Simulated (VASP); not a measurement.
Set up this calculation in VASP 6.6.1, as the native input.

```yaml
Task: single point
Functional: PBE
Potentials_or_basis: VASP PAW PBE potentials, release 64 (Sb, Se)
Cutoff: 520 eV
k_mesh: 12 × 12 × 4
Occupations: gaussian, width 0.02 eV
Spin: no spin polarisation
Dipole_correction: no
Further_INCAR_settings: ALGO = Normal; EDIFF = 1e-07; NBANDS = 22
```

The structure of Sb2Se3 lies in POSCAR:

```
Sb2Se3
1.0
    4.0699048344      0.0000000000      0.0000000000
   -2.0349524172      3.5246409776      0.0000000000
    0.0000000000      0.0000000000     10.5641455632
Sb Se
2 3
Direct
    0.3333333333      0.6666666667      0.1795633385
    0.6666666667      0.3333333333      0.8204366615
    0.6666666667      0.3333333333      0.3263667188
    0.3333333333      0.6666666667      0.6736332812
    0.0000000000      0.0000000000      0.0000000000
```

These files were run (other wordings do the same):

INCAR

```
SYSTEM = Sb2Se3
ALGO = Normal
EDIFF = 1E-7
ENCUT = 520
GGA = PE
ISIF = 2
ISMEAR = 0
LASPH = .TRUE.
LCHARG = .FALSE.
LREAL = .FALSE.
LWAVE = .FALSE.
NBANDS = 22
NELM = 60
PREC = Accurate
SIGMA = 0.02
```

KPOINTS

```
k-points
0
G
  12 12 4
  0 0 0
```

Potentials or basis: VASP PAW PBE potentials, release 64 (Sb, Se).

Launch:

```console
$ cat potpaw_PBE.64/Sb/POTCAR potpaw_PBE.64/Se/POTCAR > POTCAR
$ mpirun -np 1 vasp_std > vasp.out
```

It gave:

* Pressure: 0.0 GPa
* Largest force: 0.023 eV/Å
* Band gap on the k mesh: 0.42 eV (least direct gap 0.47 eV)

Caveat: spin-orbit coupling is left out, which moves the levels of the heavy elements; this functional lacks dispersion, which binds the layers, so the pressure and a relaxed spacing across them are unreliable.

Run time: 6.9 min on 1 thread of Intel Xeon 8259CL (shared host), peak memory 0.38 GiB.
